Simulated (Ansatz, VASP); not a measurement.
## GaB2As3 in VASP and in Ansatz

Contents of INCAR:

```
PREC = Accurate
ENCUT = 600
EDIFF = 1E-6
ISMEAR = 0
SIGMA = 0.1
LREAL = F
LASPH = T
NELM = 100
ALGO = Normal
ISIF = 3
LWAVE = F
LCHARG = F
GGA = PE
IBRION = 2
NSW = 90
EDIFFG = -0.04
```

File KPOINTS:

```
Automatic mesh
0
Gamma
  6 6 6
```

File POSCAR:

```
GaB2As3
1.0
   -1.8392903800      1.8392903800      7.8034482100
    1.8392903800     -1.8392903800      7.8034482100
    1.8392903800      1.8392903800     -7.8034482100
Ga B As
1 2 3
Direct
    0.5000000000      0.5000000000      0.0000000000
    0.8333333300      0.8333333300      0.0000000000
    0.1666666700      0.1666666700      0.0000000000
    0.4166666700      0.9166666700      0.5000000000
    0.0833333300      0.5833333300      0.5000000000
    0.7500000000      0.2500000000      0.5000000000
```

Input for Ansatz:

```yaml
crystal:
  lattice:
    - [-1.83929038, 1.83929038, 7.80344821]
    - [1.83929038, -1.83929038, 7.80344821]
    - [1.83929038, 1.83929038, -7.80344821]
  atoms:
    - { symbol: Ga, position: [0.5, 0.5, 0.0] }
    - { symbol: B, position: [0.83333333, 0.83333333, 0.0] }
    - { symbol: B, position: [0.16666667, 0.16666667, 0.0] }
    - { symbol: As, position: [0.41666667, 0.91666667, 0.5] }
    - { symbol: As, position: [0.08333333, 0.58333333, 0.5] }
    - { symbol: As, position: [0.75, 0.25, 0.5] }
basis:
  ecutwfc: 420
kpoints:
  mp_grid: { grid: [6, 6, 6] }
hamiltonian:
  xc: pbe
scf:
  occupations: { method: gaussian, width: 0.1 }
  lower_state_search: "off"
output:
  forces: true
  stress: true
  eigenvalues: true
relax:
  adjacent_minimum: "off"
  f_tol: 0.04
  max_steps: 70
  cell: { stress_tol: 0.4 }
```

Alike in both runs: task relaxation of cell and atoms; functional PBE; k mesh 6 × 6 × 6; occupations gaussian, width 0.1 eV; no spin polarisation.

|  | VASP | Ansatz |
| --- | --- | --- |
| version | VASP 6.6.1 | Ansatz 0.2.0 |
| potentials or method | VASP PAW PBE potentials, release 64 (Ga_d, B, As), cutoff 600 eV | scalar-relativistic, plane waves, PAW |
| valence electrons in the cell | 34 | 64 |

|  | VASP | Ansatz | Ansatz less VASP |
| --- | --- | --- | --- |
| gap on the k mesh at the Fermi level, each at its own relaxed structure (eV) | 0.50 | 0.50 | -0.001 |
| relaxed volume (Å³/atom) | 16.88 | 16.82 | -0.055 |
| relaxed cell length with the largest relative difference (Å) | 8.248 | 8.227 | -0.0205 |

VASP's potentials hold 34 valence electrons a cell and Ansatz's 64, so a difference there can come from the potentials and not from the codes.
